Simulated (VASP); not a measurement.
The system is CdSe.

```
Cd Se
1.0
     0.00000    3.06780    3.20156
     3.06780    0.00000    3.20156
     3.06780    3.06780    0.00000
Cd Se
1 1
Cartesian
  0.0000 0.0000 0.0000
  4.6017 4.6017 4.8023
```

This cell differs from its parent crystal: uniaxial z strain +4.4%.

Base run:

* Program: VASP 6.6.1
* Functional: PBE
* Potentials or basis: VASP PAW PBE potentials, release 64 (Cd, Se)
* Cutoff: 500 eV
* k mesh: 8 × 8 × 8
* Occupations: fermi-dirac, width 0.02 eV
* Spin: no spin polarisation

Its results: band gap on the k mesh 0.42 eV; pressure -0.4 GPa.

**Question.** The run is repeated on the same cell with these changes: functional from PBE to r2SCAN; cutoff from 500 eV to 550 eV; occupations from fermi-dirac, width 0.02 eV to gaussian, width 0.01 eV. What comes out?

**Answer.** Band gap on the k mesh 0.88 eV; pressure -1.9 GPa.

Caveats: semilocal functionals underestimate gaps, and a narrow one can read as zero (at least some runs); the PAW data sets were made with another functional, which shifts forces and pressure a little (at least some runs).

